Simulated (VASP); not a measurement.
Write the native input for VASP 6.6.1 that does the following.

```
Task                   : single point
Functional             : PBE
Potentials or basis    : VASP PAW PBE potentials, release 64 (Ta_pv, N)
Cutoff                 : 520 eV
k mesh                 : 18 × 18 × 18
Occupations            : gaussian, width 0.15 eV
Spin                   : no spin polarisation
Dipole correction      : no
Further INCAR settings : ALGO = Normal; EDIFF = 1e-06; NBANDS = 15
```

The structure of TaN lies in POSCAR:

```
TaN
1.0
    0.0000000000      2.2879500000      2.0700500000
    2.2879500000      0.0000000000      2.0700500000
    2.2879500000      2.2879500000      0.0000000000
Ta N
1 1
Direct
    0.5000000000      0.5000000000      0.5000000000
    0.0000000000      0.0000000000      0.0000000000
```

This cell differs from its parent crystal: strain +0.050 along x and y, -0.050 along z.

These files were run (other wordings do the same):

INCAR

```
SYSTEM = TaN
PREC = Accurate
ENCUT = 520
EDIFF = 1E-6
ISMEAR = 0
SIGMA = 0.15
LREAL = .False.
LASPH = .True.
NELM = 80
ALGO = Normal
ISIF = 2
LWAVE = .False.
LCHARG = .False.
GGA = PE
NBANDS = 15
```

KPOINTS

```
Automatic mesh
0
Gamma
  18 18 18
  0 0 0
```

Potentials or basis: VASP PAW PBE potentials, release 64 (Ta_pv, N).

The run is started by

```sh
$ cat potpaw_PBE.64/Ta_pv/POTCAR potpaw_PBE.64/N/POTCAR > POTCAR
$ mpirun -np 1 vasp_std > vasp.out
```

Results of the run:

```yaml
Pressure: 7.6 GPa
Band_gap_on_the_k_mesh: zero (band 8 reaches 10.83 eV, above the bottom of band 9 at 6.97 eV)
```

Caveat: the cell differs from its parent crystal (strain +0.050 along x and y, -0.050 along z); spin-orbit coupling is left out, which moves the levels of the heavy elements.

Wall time 2.7 min on 1 thread of AMD EPYC 7R13 Processor (Zen 3), on a shared host, peak memory 0.24 GiB.
